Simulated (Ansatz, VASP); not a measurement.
**One calculation of BeS, two programs**

```
CELL_PARAMETERS angstrom
0.00000 2.43431 2.43431
2.43431 0.00000 2.43431
2.43431 2.43431 0.00000
ATOMIC_POSITIONS crystal
Be 0.00000 0.00000 0.00000
S 0.25000 0.25000 0.25000
```

Alike in both runs: task single point; functional r2SCAN0; k mesh 6 × 6 × 6; no spin polarisation.

|  | VASP | Ansatz |
| --- | --- | --- |
| version | VASP 6.6.1 | Ansatz 0.2.0 |
| potentials or method | VASP PAW PBE potentials, release 64 (Be, S) | plane waves, PAW |
| plane-wave cutoff (eV) | 520 | 500 |
| occupations | gaussian, width 0.01 eV | fixed |
| valence electrons in the cell | 8 | 8 |

|  | VASP | Ansatz | Ansatz less VASP |
| --- | --- | --- | --- |
| gap on the k mesh at the Fermi level (eV) | 5.07 | 5.06 | -0.009 |
| pressure (GPa) | -0.8 | -0.8 | -0.07 |

VASP's potentials were made for PBE, not for r2SCAN0. Ansatz's warnings: stress exchange threshold loose, stress scf threshold loose.
